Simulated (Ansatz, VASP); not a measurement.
**Ru: VASP beside Ansatz**

```
CELL_PARAMETERS angstrom
2.70580 0.00000 0.00000
-1.35290 2.34329 0.00000
0.00000 0.00000 4.28190
ATOMIC_POSITIONS crystal
Ru 0.33333 0.66667 0.25000
Ru 0.66667 0.33333 0.75000
```

Alike in both runs: task electric field gradients; functional PBE; k mesh 18 × 18 × 10; occupations gaussian, width 0.05 eV; no spin polarisation.

|  | VASP | Ansatz |
| --- | --- | --- |
| version | VASP 6.6.1 | Ansatz 0.2.0 |
| potentials or method | VASP PAW PBE potentials, release 64 (Ru_pv), cutoff 520 eV | scalar-relativistic, plane waves, PAW |
| valence electrons in the cell | 28 | 32 |

|  | VASP | Ansatz | Ansatz less VASP |
| --- | --- | --- | --- |
| gap on the k mesh at the Fermi level (eV) | none | none | - |
| pressure (GPa) | 4.4 | 4.4 | +0.09 |
| traceless stress, the component that is largest in VASP (GPa) | -0.17 | -0.18 | -0.008 |
| size of Vzz on the site where it differs most (V/Å²) | 13.0 | 11.0 | -2.00 |

A gap of «none» marks a metal or a gap that the smearing closes. VASP's potentials hold 28 valence electrons a cell and Ansatz's 32, so a difference there can come from the potentials and not from the codes.
